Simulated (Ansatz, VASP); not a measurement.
Re in VASP and in Ansatz

INCAR

```
SYSTEM = Re
ALGO = Normal ; EDIFF = 1E-6
ENCUT = 520 ; GGA = PE
ISIF = 2 ; ISMEAR = -1
LASPH = .True. ; LCHARG = .True.
LELF = .True. ; LREAL = .False.
LVHAR = .True. ; LWAVE = .False.
NBANDS = 14 ; NELM = 100
PREC = Accurate ; SIGMA = 0.6
```

The input KPOINTS:

```
k-points
0
Gamma
  13 13 7
  0 0 0
```

POSCAR

```
Re
1.0
    2.7768706464      0.0000000000      0.0000000000
   -1.3884353232      2.4048405228      0.0000000000
    0.0000000000      0.0000000000      4.4788142384
Re
2
Direct
    0.3333333333      0.6666666667      0.2500000000
    0.6666666667      0.3333333333      0.7500000000
```

Input for Ansatz:

```yaml
crystal:
  lattice:
    - [2.7768706464, 0.0, 0.0]
    - [-1.3884353232, 2.4048405228, 0.0]
    - [0.0, 0.0, 4.4788142384]
  atoms:
    - { symbol: Re, position: [0.3333333333, 0.6666666667, 0.25] }
    - { symbol: Re, position: [0.6666666667, 0.3333333333, 0.75] }
hamiltonian:
  xc: pbe
  pseudopotentials:
    kind: paw
    azcp:
      Re: "pseudopotentials/Re.paw.azcp"
basis:
  ecutwfc: 420
  fft_grid_basis: typed
kpoints:
  mp_grid: { grid: [13, 13, 7], shift: [0, 0, 0] }
magnetization:
  spin_polarized: false
scf:
  occupations: { method: fermi_dirac, width: 0.6 }
  lower_state_search: "off"
output:
  stress: true
  write_density: true
  write_potential: true
  elf: true
  volumetric_format: npy
```

Alike in both runs: task single point; functional PBE; k mesh 13 × 13 × 7; occupations fermi-dirac, width 0.6 eV; no spin polarisation.

|  | VASP | Ansatz |
| --- | --- | --- |
| version | VASP 6.6.1 | Ansatz 0.2.0 |
| potentials or method | VASP PAW PBE potentials, release 64 (Re), cutoff 520 eV | plane waves (420 eV) with PAW, scalar-relativistic |
| valence electrons in the cell | 14 | 30 |

```csv
,VASP,Ansatz,Ansatz less VASP
pressure (GPa),6.7,6.9,+0.24
"traceless stress, the component that is largest in VASP (GPa)",-1.54,-1.47,+0.070
```

With one functional, cell and mesh, what is left measures potentials, basis and numerics. VASP's potentials hold 14 valence electrons a cell and Ansatz's 30, so a difference there can come from the potentials and not from the codes.

Neither program's run includes spin-orbit coupling.
